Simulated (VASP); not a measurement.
# SiO2 (Ia-3) in VASP: notebook

Aim: see how the results for SiO2 move with the level of theory and the settings. Levels: PBE, r2SCAN. Tasks: electric field gradients.

Everything below comes from runs of VASP 6.6.1. Logs are shortened: lines on timing, memory, paths and dates and some standing lists are left out, and cuts for length are marked.

## 1. The cell of the first run

The structure is cubic, space group Ia-3 (No. 206). Conventional cell: a = 8.447 Å, b = 8.447 Å, c = 8.447 Å, α = 90.00°, β = 90.00°, γ = 90.00°. Si (site symmetry 3) has 4 O at 1.59 to 1.62 Å within 2.1 Å. Within 2.2 Å of O (site symmetry 2) lie 2 Si at 1.62 Å. Within 2.1 Å of O (site symmetry -3) lie 2 Si at 1.59 Å.

## 2. Electric field gradients, PBE

Contents of INCAR:

```
SYSTEM = SiO2
PREC = Accurate
ENCUT = 520
EDIFF = 1E-8
ISMEAR = -1
SIGMA = 0.02
LREAL = Auto
LASPH = .TRUE.
NELM = 100
ALGO = Normal
ISIF = 2
LWAVE = .FALSE.
LCHARG = .FALSE.
GGA = PE
LEFG = .TRUE.
NBANDS = 82
```

Contents of KPOINTS:

```
regular mesh
0
G
  4 4 4
  0 0 0
```

Contents of POSCAR:

```
SiO2
1.0
   -4.2235302601      4.2235302601      4.2235302601
    4.2235302601     -4.2235302601      4.2235302601
    4.2235302601      4.2235302601     -4.2235302601
Si O
8 16
Direct
    0.5000000000      0.0000000000      0.7824953700
    0.2824953700      0.2824953700      0.2824953700
    0.5000000000      0.0000000000      0.2175046300
    0.7175046300      0.7175046300      0.7175046300
    0.7824953700      0.5000000000      0.0000000000
    0.0000000000      0.2175046300      0.5000000000
    0.2175046300      0.5000000000      0.0000000000
    0.0000000000      0.7824953700      0.5000000000
    0.6802250600      0.9302250600      0.7500000000
    0.7500000000      0.6802250600      0.9302250600
    0.8197749400      0.5697749400      0.2500000000
    0.7500000000      0.1802250600      0.4302250600
    0.0697749400      0.2500000000      0.3197749400
    0.5000000000      0.0000000000      0.0000000000
    0.2500000000      0.8197749400      0.5697749400
    0.4302250600      0.7500000000      0.1802250600
    0.3197749400      0.0697749400      0.2500000000
    0.1802250600      0.4302250600      0.7500000000
    0.9302250600      0.7500000000      0.6802250600
    0.5000000000      0.5000000000      0.5000000000
    0.2500000000      0.3197749400      0.0697749400
    0.0000000000      0.5000000000      0.0000000000
    0.0000000000      0.0000000000      0.5000000000
    0.5697749400      0.2500000000      0.8197749400
```

Potentials or basis: VASP PAW PBE potentials, release 64 (Si, O).

Run with:

```sh
$ cat potpaw_PBE.64/Si/POTCAR potpaw_PBE.64/O/POTCAR > POTCAR
$ mpirun -np 1 vasp_std > vasp.out
```

OUTCAR:

```text
SYSTEM = SiO2
   PREC = Accurate
   ENCUT = 520
   EDIFF = 1E-8
   ISMEAR = -1
   LREAL = Auto
   LASPH = .TRUE.
   NELM = 100
   ISIF = 2
   GGA = PE

 ion  position               nearest neighbor table
   1  0.500  0.000  0.782-  14 1.59   9 1.62  15 1.62  24 1.62   4 3.01   5 3.01   8 3.01
   2  0.282  0.282  0.282-  20 1.59  17 1.62  21 1.62  13 1.62   6 3.01   7 3.01   3 3.01
   3  0.500  0.000  0.218-  14 1.59  12 1.62  16 1.62  17 1.62   2 3.01   6 3.01   7 3.01
   4  0.718  0.718  0.718-  20 1.59  10 1.62   9 1.62  19 1.62   5 3.01   8 3.01   1 3.01
   5  0.782  0.500  0.000-  22 1.59  11 1.62  10 1.62  24 1.62   4 3.01   8 3.01   1 3.01
   6  0.000  0.218  0.500-  23 1.59  13 1.62  18 1.62  12 1.62   2 3.01   7 3.01   3 3.01
   7  0.218  0.500  0.000-  22 1.59  21 1.62  18 1.62  16 1.62   2 3.01   3 3.01   6 3.01
   8  0.000  0.782  0.500-  23 1.59  15 1.62  19 1.62  11 1.62   1 3.01   4 3.01   5 3.01
   9  0.680  0.930  0.750-   1 1.62   4 1.62
  10  0.750  0.680  0.930-   4 1.62   5 1.62
  11  0.820  0.570  0.250-   5 1.62   8 1.62
  12  0.750  0.180  0.430-   3 1.62   6 1.62
  13  0.070  0.250  0.320-   6 1.62   2 1.62
  14  0.500  0.000  0.000-   1 1.59   3 1.59
[... 8 lines left out ...]
  23  0.000  0.000  0.500-   6 1.59   8 1.59
  24  0.570  0.250  0.820-   1 1.62   5 1.62

  LATTYP: Found a body centered cubic cell.
 ALAT       =     8.4470605202

  Lattice vectors:

 A1 = (  -4.2235302601,   4.2235302601,   4.2235302601)
 A2 = (   4.2235302601,  -4.2235302601,   4.2235302601)
 A3 = (   4.2235302601,   4.2235302601,  -4.2235302601)

Analysis of symmetry for initial positions (statically):
=====================================================================
 Subroutine PRICEL returns:
 Original cell was already a primitive cell.

 Routine SETGRP: Setting up the symmetry group for a
 body centered cubic supercell.

 Subroutine GETGRP returns: Found 24 space group operations
 (whereof  6 operations were pure point group operations)
 out of a pool of 48 trial point group operations.

The static configuration has the point symmetry S_6 .
 The point group associated with its full space group is T_h .

Analysis of symmetry for dynamics (positions and initial velocities):
=====================================================================
[... 826 lines left out ...]

  FORCE on cell =-STRESS in cart. coord.  units (eV):
  Direction    XX          YY          ZZ          XY          YZ          ZX
  --------------------------------------------------------------------------------------
  -------------------------------------------------------------------------------------
  Total       10.8308428     10.8308428     10.8308428      0.0000000     -0.0000000     -0.0000000
  in kB       57.5819031     57.5819031     57.5819031      0.0000000     -0.0000000     -0.0000000
  external PRESSURE =      57.5819031 kB  Pullay stress =       0.0000000 kB

 VOLUME and BASIS-vectors are now :
 -----------------------------------------------------------------------------
  energy-cutoff  :      520.00
  volume of cell :      301.36
      direct lattice vectors                 reciprocal lattice vectors
    -4.223530260  4.223530260  4.223530260     0.000000000  0.118384377  0.118384377
     4.223530260 -4.223530260  4.223530260     0.118384377  0.000000000  0.118384377
     4.223530260  4.223530260 -4.223530260     0.118384377  0.118384377  0.000000000

 POSITION                                       TOTAL-FORCE (eV/Angst)
 -----------------------------------------------------------------------------------
      1.19313      5.41666     -1.19313        -0.012836     -0.012836      0.012836
      1.19313      1.19313      1.19313        -0.012836     -0.012836     -0.012836
     -1.19313      3.03040      1.19313         0.012836      0.012836     -0.012836
      3.03040      3.03040      3.03040         0.012836      0.012836      0.012836
     -1.19313      1.19313      5.41666         0.012836     -0.012836     -0.012836
      3.03040      1.19313     -1.19313         0.012836     -0.012836      0.012836
[... 16 lines left out ...]
      2.11177      2.11177     -2.11177        -0.000000     -0.000000     -0.000000
      2.11177      4.81292      0.00000        -0.000000     -0.314853     -0.000000
 -----------------------------------------------------------------------------------
    total drift:                               -0.000000     -0.000000     -0.000000

  FREE ENERGIE OF THE ION-ELECTRON SYSTEM (eV)
  ---------------------------------------------------
  free  energy   TOTEN  =      -189.0081061417 eV

  energy  without entropy=     -189.0081061417  energy(sigma->0) =     -189.00810614

 Electric field gradients (V/A^2)
---------------------------------------------------------------------
 ion       V_xx      V_yy      V_zz      V_xy      V_xz      V_yz
---------------------------------------------------------------------
   1       0.000    -0.000    -0.000     2.738    -2.738    -2.738
   2      -0.000     0.000     0.000     2.738     2.738     2.738
   3       0.000    -0.000    -0.000     2.738    -2.738    -2.738
   4      -0.000     0.000     0.000     2.738     2.738     2.738
   5      -0.000     0.000    -0.000    -2.738    -2.738     2.738
   6      -0.000    -0.000     0.000    -2.738     2.738    -2.738
[... 16 lines left out ...]
  23       0.000    -0.000     0.000   -46.091    46.078   -46.091
  24       5.121   -30.138    25.018     0.001    72.805     0.001
---------------------------------------------------------------------

 Electric field gradients after diagonalization (V/A^2)
 (convention: |V_zz| > |V_xx| > |V_yy|)
----------------------------------------------------------------------
 ion       V_xx      V_yy      V_zz     asymmetry (V_yy - V_xx)/ V_zz
----------------------------------------------------------------------
   1      -2.738    -2.738     5.476       0.000
   2      -2.738    -2.738     5.476       0.000
   3      -2.738    -2.738     5.476       0.000
   4      -2.738    -2.738     5.476       0.000
   5      -2.738    -2.738     5.476       0.000
   6      -2.738    -2.738     5.476       0.000
[... 16 lines left out ...]
  23     -46.095   -46.077    92.172       0.000
  24     -58.412   -30.138    88.550       0.319
----------------------------------------------------------------------

           NMR quadrupolar parameters

 Cq : quadrupolar parameter    Cq=e*Q*V_zz/h
 eta: asymmetry parameters     (V_yy - V_xx)/ V_zz
 Q  : nuclear electric quadrupole moment in mb (millibarn)
----------------------------------------------------------------------
 ion       Cq(MHz)       eta       Q (mb)
----------------------------------------------------------------------
   1       0.013       0.000       1.000
   2       0.013       0.000       1.000
   3       0.013       0.000       1.000
   4       0.013       0.000       1.000
   5       0.013       0.000       1.000
   6       0.013       0.000       1.000
[... 16 lines left out ...]
  23       0.223       0.000       1.000
  24       0.214       0.319       1.000
----------------------------------------------------------------------
```

OSZICAR:

```text
N       E                     dE             d eps       ncg     rms          rms(c)
DAV:   1     0.812318207495E+03    0.81232E+03   -0.67643E+04  1320   0.145E+03
DAV:   2    -0.152739708847E+03   -0.96506E+03   -0.93893E+03  1616   0.333E+02
DAV:   3    -0.213488753481E+03   -0.60749E+02   -0.60439E+02  1568   0.897E+01
DAV:   4    -0.214370141945E+03   -0.88139E+00   -0.87843E+00  1576   0.116E+01
DAV:   5    -0.214388269065E+03   -0.18127E-01   -0.18111E-01  1560   0.158E+00    0.416E+01
DAV:   6    -0.188936087940E+03    0.25452E+02   -0.10446E+02  1504   0.347E+01    0.196E+01
DAV:   7    -0.188970890280E+03   -0.34802E-01   -0.28541E+00  1568   0.556E+00    0.722E+00
DAV:   8    -0.188972618510E+03   -0.17282E-02   -0.15212E-01  1536   0.185E+00    0.276E+00
DAV:   9    -0.189004344660E+03   -0.31726E-01   -0.69501E-02  1480   0.124E+00    0.546E-01
DAV:  10    -0.189006740466E+03   -0.23958E-02   -0.36520E-03  1576   0.243E-01    0.278E-01
DAV:  11    -0.189008065265E+03   -0.13248E-02   -0.11748E-03  1486   0.144E-01    0.400E-02
DAV:  12    -0.189008083705E+03   -0.18440E-04   -0.10358E-04  1600   0.518E-02    0.120E-02
DAV:  13    -0.189008103621E+03   -0.19916E-04   -0.42364E-05  1518   0.253E-02    0.124E-02
DAV:  14    -0.189008106184E+03   -0.25636E-05   -0.77369E-06  1840   0.157E-02    0.769E-03
DAV:  15    -0.189008106022E+03    0.16262E-06   -0.45180E-06  1568   0.851E-03    0.222E-03
DAV:  16    -0.189008106148E+03   -0.12594E-06   -0.37734E-07  1520   0.247E-03    0.936E-04
DAV:  17    -0.189008106142E+03    0.60572E-08   -0.46777E-08  1488   0.110E-03
   1 F= -.18900811E+03 E0= -.18900811E+03  d E =-.460308E-11
```

stdout:

```text
POSCAR found type information on POSCAR SiO
 POSCAR found :  2 types and      24 ions
 scaLAPACK will be used
 LDA part: xc-table for (Slater+PW92), standard interpolation
 POSCAR, INCAR and KPOINTS ok, starting setup
 FFT: planning ... GRIDC
 FFT: planning ... GRID_SOFT
 FFT: planning ... GRID
 WAVECAR not read
 entering main loop
ion   1

ion   2

ion   3

ion   4

ion   5

ion   6

ion   7

ion   8

ion   9

ion  10

ion  11

ion  12

ion  13

ion  14

ion  15

ion  16

ion  17

ion  18

ion  19

ion  20

ion  21

ion  22

ion  23

ion  24
```

Wall time 4.2 min (1 thread of Intel Xeon Platinum 8488C (Sapphire Rapids), shared host); peak memory 0.42 GiB.

What came out:

* Free energy: -189.0081 eV
* Pressure: 5.8 GPa
* Largest force: 0.315 eV/Å
* Band gap on the k mesh: 5.90 eV (least direct gap 5.97 eV)
* Largest electric field gradient by atom: Si +5.5; O +88.6, +88.5, +92.2 (each value once) V/Å²

Forces on the atoms (eV/Å):
```
Si  -0.013 -0.013  0.013
Si  -0.013 -0.013 -0.013
Si   0.013  0.013 -0.013
Si   0.013  0.013  0.013
Si   0.013 -0.013 -0.013
Si   0.013 -0.013  0.013
Si  -0.013  0.013  0.013
Si  -0.013  0.013 -0.013
O    0.000  0.000  0.315
O    0.315  0.000  0.000
O    0.000  0.000 -0.315
O    0.315  0.000  0.000
O    0.000 -0.315  0.000
O    0.000  0.000  0.000
O   -0.315  0.000  0.000
O    0.000  0.315  0.000
O    0.000  0.000 -0.315
O    0.000  0.000  0.315
O    0.000  0.315  0.000
O    0.000  0.000  0.000
O   -0.315  0.000  0.000
O    0.000  0.000  0.000
O    0.000  0.000  0.000
O    0.000 -0.315  0.000
```

Levels at points of the mesh, in eV from the valence-band top:
```tsv
k point	band 61	band 62	band 63	band 64	band 65	band 66	band 67	band 68
(0.00, 0.00, 0.00)	-0.37	-0.07	-0.07	-0.07	5.90	8.06	8.42	8.66
(0.50, 0.00, 0.00)	-0.19	-0.19	-0.07	-0.07	7.50	7.50	8.79	8.79
(0.50, 0.50, 0.50)	-0.08	0.00	0.00	0.00	8.38	8.38	8.38	8.54
```

Electric field gradients, principal values (V/Å²):
```tsv
atom	least	middle	greatest (by size)
1 Si	-2.738	-2.738	5.476
2 Si	-2.738	-2.738	5.476
3 Si	-2.738	-2.738	5.476
4 Si	-2.738	-2.738	5.476
5 Si	-2.738	-2.738	5.476
6 Si	-2.738	-2.738	5.476
7 Si	-2.738	-2.738	5.476
8 Si	-2.738	-2.738	5.476
9 O	-30.138	-58.416	88.554
10 O	-30.138	-58.416	88.554
11 O	-30.138	-58.412	88.550
12 O	-30.138	-58.412	88.550
13 O	-30.138	-58.416	88.554
14 O	-46.077	-46.095	92.172
15 O	-30.138	-58.412	88.550
16 O	-30.138	-58.412	88.550
17 O	-30.138	-58.416	88.554
18 O	-30.138	-58.412	88.550
19 O	-30.138	-58.416	88.554
20 O	-46.077	-46.077	92.155
21 O	-30.138	-58.416	88.554
22 O	-46.077	-46.095	92.172
23 O	-46.077	-46.095	92.172
24 O	-30.138	-58.412	88.550
```

Caveat: the cell stands under pressure; without QUAD_EFG the Cq values of the log hold for a quadrupole moment of 1 mb, not for the nuclei. A k mesh can miss the band edges.

## 3. Electric field gradients, r2SCAN

POSCAR is that of step 2.

Contents of INCAR.step1:

```
PREC     = Accurate       # precision mode
ENCUT    = 520            # plane-wave cutoff, eV
ISMEAR   = -1             # smearing method
SIGMA    = 0.02           # smearing width, eV
LREAL    = Auto         
LASPH    = T              # aspherical terms in the spheres
NELM     = 60             # most SCF steps
NBANDS   = 82             # bands
GGA      = PE             # functional
ALGO     = Normal         # electronic algorithm
EDIFF    = 1E-4           # SCF threshold, eV
LWAVE    = T              # write WAVECAR
LCHARG   = F              # write CHGCAR
```

Contents of INCAR.step2:

```
PREC     = Accurate       # precision mode
ENCUT    = 520            # plane-wave cutoff, eV
EDIFF    = 1E-8           # SCF threshold, eV
ISMEAR   = -1             # smearing method
SIGMA    = 0.02           # smearing width, eV
LREAL    = Auto         
LASPH    = T              # aspherical terms in the spheres
NELM     = 60             # most SCF steps
ALGO     = Normal         # electronic algorithm
ISIF     = 2              # what is computed and relaxed
LWAVE    = F              # write WAVECAR
LCHARG   = F              # write CHGCAR
METAGGA  = R2SCAN         # meta-GGA
LMIXTAU  = T            
LEFG     = T            
NBANDS   = 82             # bands
ISTART   = 1
```

Contents of KPOINTS:

```
regular mesh
0
Gamma
  4 4 4
```

Potentials or basis: VASP PAW PBE potentials, release 64 (Si, O).

Run with:

```sh
$ cat potpaw_PBE.64/Si/POTCAR potpaw_PBE.64/O/POTCAR > POTCAR
$ cp INCAR.step1 INCAR
$ mpirun -np 1 vasp_std > vasp.out
$ cp INCAR.step2 INCAR
$ mpirun -np 1 vasp_std > vasp.out
```

OUTCAR:

```text
PREC = Accurate
   ENCUT = 520
   EDIFF = 1E-8
   ISMEAR = -1
   LREAL = Auto
   LASPH = T
   NELM = 60
   ISIF = 2
   METAGGA = R2SCAN
   ISTART = 1

 ion  position               nearest neighbor table
   1  0.500  0.000  0.782-  14 1.59   9 1.62  15 1.62  24 1.62   4 3.01   5 3.01   8 3.01
   2  0.282  0.282  0.282-  20 1.59  17 1.62  21 1.62  13 1.62   6 3.01   7 3.01   3 3.01
   3  0.500  0.000  0.218-  14 1.59  12 1.62  16 1.62  17 1.62   2 3.01   6 3.01   7 3.01
   4  0.718  0.718  0.718-  20 1.59  10 1.62   9 1.62  19 1.62   5 3.01   8 3.01   1 3.01
   5  0.782  0.500  0.000-  22 1.59  11 1.62  10 1.62  24 1.62   4 3.01   8 3.01   1 3.01
   6  0.000  0.218  0.500-  23 1.59  13 1.62  18 1.62  12 1.62   2 3.01   7 3.01   3 3.01
   7  0.218  0.500  0.000-  22 1.59  21 1.62  18 1.62  16 1.62   2 3.01   3 3.01   6 3.01
   8  0.000  0.782  0.500-  23 1.59  15 1.62  19 1.62  11 1.62   1 3.01   4 3.01   5 3.01
[... 951 lines left out ...]

 Electric field gradients after diagonalization (V/A^2)
 (convention: |V_zz| > |V_xx| > |V_yy|)
----------------------------------------------------------------------
 ion       V_xx      V_yy      V_zz     asymmetry (V_yy - V_xx)/ V_zz
----------------------------------------------------------------------
   1      -2.680    -2.679     5.359       0.000
   2      -2.680    -2.680     5.360       0.000
   3      -2.680    -2.679     5.359       0.000
   4      -2.680    -2.680     5.360       0.000
   5      -2.680    -2.679     5.359       0.000
   6      -2.680    -2.679     5.359       0.000
[... 16 lines left out ...]
  23     -44.876   -44.859    89.735       0.000
  24     -57.514   -29.200    86.714       0.327
----------------------------------------------------------------------

           NMR quadrupolar parameters

 Cq : quadrupolar parameter    Cq=e*Q*V_zz/h
 eta: asymmetry parameters     (V_yy - V_xx)/ V_zz
 Q  : nuclear electric quadrupole moment in mb (millibarn)
----------------------------------------------------------------------
 ion       Cq(MHz)       eta       Q (mb)
----------------------------------------------------------------------
   1       0.013       0.000       1.000
   2       0.013       0.000       1.000
   3       0.013       0.000       1.000
   4       0.013       0.000       1.000
   5       0.013       0.000       1.000
   6       0.013       0.000       1.000
[... 16 lines left out ...]
  23       0.217       0.000       1.000
  24       0.210       0.327       1.000
----------------------------------------------------------------------
```

OSZICAR.step1:

```text
N       E                     dE             d eps       ncg     rms          rms(c)
DAV:   1     0.812318207495E+03    0.81232E+03   -0.67643E+04  1320   0.145E+03
DAV:   2    -0.152739708847E+03   -0.96506E+03   -0.93893E+03  1616   0.333E+02
DAV:   3    -0.213488753481E+03   -0.60749E+02   -0.60439E+02  1568   0.897E+01
DAV:   4    -0.214370141945E+03   -0.88139E+00   -0.87843E+00  1576   0.116E+01
DAV:   5    -0.214388269065E+03   -0.18127E-01   -0.18111E-01  1560   0.158E+00    0.416E+01
DAV:   6    -0.188936087940E+03    0.25452E+02   -0.10446E+02  1504   0.347E+01    0.196E+01
DAV:   7    -0.188970890280E+03   -0.34802E-01   -0.28541E+00  1568   0.556E+00    0.722E+00
DAV:   8    -0.188972618510E+03   -0.17282E-02   -0.15212E-01  1536   0.185E+00    0.276E+00
DAV:   9    -0.189004344660E+03   -0.31726E-01   -0.69501E-02  1480   0.124E+00    0.546E-01
DAV:  10    -0.189006740466E+03   -0.23958E-02   -0.36520E-03  1576   0.243E-01    0.278E-01
DAV:  11    -0.189008065265E+03   -0.13248E-02   -0.11748E-03  1486   0.144E-01    0.400E-02
DAV:  12    -0.189008082152E+03   -0.16887E-04   -0.88070E-05  1080   0.518E-02
   1 F= -.18900808E+03 E0= -.18900808E+03  d E =-.380604E-11
```

It took 13 min on 1 thread of Intel Xeon Platinum 8488C (Sapphire Rapids), shared host; peak memory 0.46 GiB.

Results:

| Property | Result |
| --- | --- |
| Free energy | -237.9780 eV |
| Pressure | 0.3 GPa |
| Largest force | 0.014 eV/Å |
| Band gap on the k mesh | 6.59 eV (least direct gap 6.66 eV) |
| Largest electric field gradient by atom | Si +5.4; O +86.7, +89.7 (each value once) V/Å² |

Forces in eV/Å, atoms in the order of the input:
```
Si  -0.008 -0.008  0.008
Si  -0.008 -0.008 -0.008
Si   0.008  0.008 -0.008
Si   0.008  0.008  0.008
Si   0.008 -0.008 -0.008
Si   0.008 -0.008  0.008
Si  -0.008  0.008  0.008
Si  -0.008  0.008 -0.008
O    0.000  0.000  0.009
O    0.009  0.000  0.000
O    0.000  0.000 -0.009
O    0.009  0.000  0.000
O    0.000 -0.009  0.000
O    0.000  0.000  0.000
O   -0.009  0.000  0.000
O    0.000  0.009  0.000
O    0.000  0.000 -0.009
O    0.000  0.000  0.009
O    0.000  0.009  0.000
O    0.000  0.000  0.000
O   -0.009  0.000  0.000
O    0.000  0.000  0.000
O    0.000  0.000  0.000
O    0.000 -0.009  0.000
```

Electric field gradients, principal values (V/Å²):
```csv
atom,least,middle,greatest (by size)
1 Si,-2.679,-2.680,5.359
2 Si,-2.680,-2.680,5.360
3 Si,-2.679,-2.680,5.359
4 Si,-2.680,-2.680,5.360
5 Si,-2.679,-2.680,5.359
6 Si,-2.679,-2.680,5.359
7 Si,-2.679,-2.680,5.359
8 Si,-2.679,-2.680,5.359
9 O,-29.200,-57.518,86.718
10 O,-29.200,-57.518,86.718
11 O,-29.200,-57.514,86.714
12 O,-29.200,-57.514,86.714
13 O,-29.200,-57.518,86.718
14 O,-44.859,-44.876,89.735
15 O,-29.200,-57.514,86.714
16 O,-29.200,-57.514,86.714
17 O,-29.200,-57.518,86.718
18 O,-29.200,-57.514,86.714
19 O,-29.200,-57.518,86.718
20 O,-44.859,-44.859,89.718
21 O,-29.200,-57.518,86.718
22 O,-44.859,-44.876,89.735
23 O,-44.859,-44.876,89.735
24 O,-29.200,-57.514,86.714
```

Caveat: without QUAD_EFG the Cq values of the log hold for a quadrupole moment of 1 mb, not for the nuclei; the PAW data sets were made with another functional, which shifts forces and pressure a little. A k mesh can miss the band edges.
